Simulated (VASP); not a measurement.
## AgBr: single point with r2SCAN0

Crystal: AgBr.

```xyz
2
Lattice="0.0000 2.8927 2.8927 2.8927 0.0000 2.8927 2.8927 2.8927 0.0000" Properties=species:S:1:pos:R:3 pbc="T T T"
Ag    0.0000    0.0000    0.0000
Br    2.8927    2.8927    2.8927
```

```yaml
Program: VASP 6.6.1
Task: single point
Functional: r2SCAN0
Potentials_or_basis: VASP PAW PBE potentials, release 64 (Ag, Br)
Cutoff: 440 eV
k_mesh: 6 × 6 × 6
Occupations: gaussian, width 0.01 eV
Spin: no spin polarisation
Dipole_correction: no
Grid_for_exact_exchange_PRECFOCK: Normal
Further_INCAR_settings: ALGO = Normal; EDIFF = 1e-06; NBANDS = 16
Share_of_exact_exchange: 0.25
```

| Item | Value |
| --- | --- |
| Pressure | 0.0 GPa |
| Band gap on the k mesh | 3.07 eV (least direct gap 4.86 eV) |

Levels at points of the mesh, in eV from the valence-band top:
```
           k point  band 6  band 7  band 8  band 9  band 10  band 11  band 12  band 13
(0.00, 0.00, 0.00)   -3.25   -1.79   -1.79   -1.79     3.07    12.41    12.41    12.41
(0.50, 0.00, 0.00)   -2.97   -2.48    0.00    0.00     6.06     9.39     9.39     9.44
(0.50, 0.50, 0.00)   -2.87   -2.78   -2.74   -2.74     4.18     9.26    11.69    13.99
```

It took 57 min on 1 thread of Intel Xeon 8259CL (shared host), peak memory 0.19 GiB.

Caveat: the PAW data sets were made with another functional, which shifts forces and pressure a little. A k mesh can miss the band edges.
